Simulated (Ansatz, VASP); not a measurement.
One calculation of Ir, two programs

The input INCAR:

```
PREC = Accurate
ENCUT = 500
EDIFF = 1E-6
ISMEAR = 0
SIGMA = 0.1
LREAL = F
LASPH = T
NELM = 120
ALGO = Normal
ISIF = 2
LWAVE = F
LCHARG = F
NBANDS = 16
GGA_COMPAT = F
```

KPOINTS

```
regular mesh
0
Gamma
  9 9 18
```

Contents of POSCAR:

```
Ir
1.0
    3.8197500149      0.0000000000      0.0000000001
    0.0000000000      3.8197500149      0.0000000000
   -1.9098750075      0.0000000000      1.9018307523
Ir
2
Direct
    0.0000000000      0.0000000000      0.0000000000
    0.5000000000      0.5000000000      0.0000000000
```

Input for Ansatz:

```yaml
crystal:
  lattice:
    - [3.8197500149, 0.0, 1.0e-10]
    - [0.0, 3.8197500149, 0.0]
    - [-1.9098750075, 0.0, 1.9018307523]
  atoms:
    - { symbol: Ir, position: [0.0, 0.0, 0.0] }
    - { symbol: Ir, position: [0.5, 0.5, 0.0] }
basis:
  ecutwfc: 420
kpoints:
  mp_grid: { grid: [9, 9, 18] }
hamiltonian:
  xc: lda
scf:
  occupations: { method: gaussian, width: 0.1 }
output:
  forces: true
  stress: true
  eigenvalues: true
  write_density: true
  write_potential: true
  elf: true
  volumetric_format: npy
```

Change from the starting cell: band edges of the strained film's bulk.

Alike in both runs: task single point; functional LDA; k mesh 9 × 9 × 18; occupations gaussian, width 0.1 eV; no spin polarisation.

```csv
,VASP,Ansatz
version,VASP 6.6.1,Ansatz 0.2.0
potentials or method,"VASP PAW LDA potentials, release 64 (Ir), cutoff 500 eV","scalar-relativistic, plane waves, PAW"
valence electrons in the cell,18,34
```

Ansatz gave:

* gap on the k mesh at the Fermi level (eV): none
* pressure (GPa): -1.2
* traceless stress, the component that is largest in VASP (GPa): 1.15

**Question.** Which values does VASP return?

**Answer.** gap on the k mesh at the Fermi level (eV): none; pressure (GPa): 1.4; traceless stress, the component that is largest in VASP (GPa): 1.14.

LDA's correlation is that of Perdew and Zunger in VASP and of Perdew and Wang (1992) in Ansatz. A gap of «none» marks a metal or a gap that the smearing closes. VASP's potentials hold 18 valence electrons a cell and Ansatz's 34, so a difference there can come from the potentials and not from the codes.

Neither program's run includes spin-orbit coupling.
